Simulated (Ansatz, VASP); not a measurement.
# Two plane-wave programs on Ge

```
CELL_PARAMETERS angstrom
0.00000 3.00983 4.42977
2.75747 0.00000 4.42977
2.75747 3.00983 0.00000
ATOMIC_POSITIONS crystal
Ge 0.77632 0.77632 0.22368
Ge 0.22368 0.22368 0.77632
Ge 0.27274 0.72726 0.27274
Ge 0.72726 0.27274 0.72726
```

Alike in both runs: task single point; functional PBEsol; k mesh 14 × 14 × 14; occupations gaussian, width 0.15 eV; no spin polarisation.

```csv
,VASP,Ansatz
version,VASP 6.6.1,Ansatz 0.2.0
potentials or method,"VASP PAW PBE potentials, release 64 (Ge_d), cutoff 520 eV","scalar-relativistic, plane waves, PAW"
valence electrons in the cell,56,56
```

Ansatz gave:

```
gap on the k mesh at the Fermi level (eV)                     : none
pressure (GPa)                                                : 2.1
traceless stress, the component that is largest in VASP (GPa) : -8.57
rms of the force components (eV/Å)                            : 0.262
```

Which values does VASP return?

gap on the k mesh at the Fermi level (eV): none; pressure (GPa): 1.9; traceless stress, the component that is largest in VASP (GPa): -8.58; rms of the force components (eV/Å): 0.260.

VASP's potentials were made for PBE, not for PBEsol. Atom by atom the forces differ by 0.002 eV/Å (rms over components). A gap of «none» marks a metal or a gap that the smearing closes. With one functional, cell and mesh, what is left measures potentials, basis and numerics.
